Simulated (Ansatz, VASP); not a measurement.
## Zr: VASP beside Ansatz

```
Zr
1.0
     3.04857    0.00000    0.00000
    -1.52428    2.64014    0.00000
     0.00000    0.00000    4.81964
Zr
2
Direct
  0.33333 0.66667 0.25000
  0.66667 0.33333 0.75000
```

Alike in both runs: task relaxation of cell and atoms; functional PBEsol; k mesh 6 × 6 × 4; occupations gaussian, width 0.1 eV; no spin polarisation.

|  | VASP | Ansatz |
| --- | --- | --- |
| version | VASP 6.6.1 | Ansatz 0.2.0 |
| potentials or method | VASP PAW PBE potentials, release 64 (Zr_sv), cutoff 600 eV | scalar-relativistic, plane waves, PAW |
| valence electrons in the cell | 24 | 24 |

|  | VASP | Ansatz | Ansatz less VASP |
| --- | --- | --- | --- |
| gap on the k mesh at the Fermi level, each at its own relaxed structure (eV) | none | none | - |
| relaxed volume (Å³/atom) | 22.42 | 22.42 | +0.004 |
| relaxed cell length with the largest relative difference (Å) | 5.102 | 5.108 | +0.0060 |

VASP's potentials were made for PBE, not for PBEsol. A gap of «none» marks a metal or a gap that the smearing closes.

The k mesh is coarse, so the values compare programs but aren't converged. Noted on VASP's run: the volume moved by over 15 % at a fixed basis, so the end points are rough.
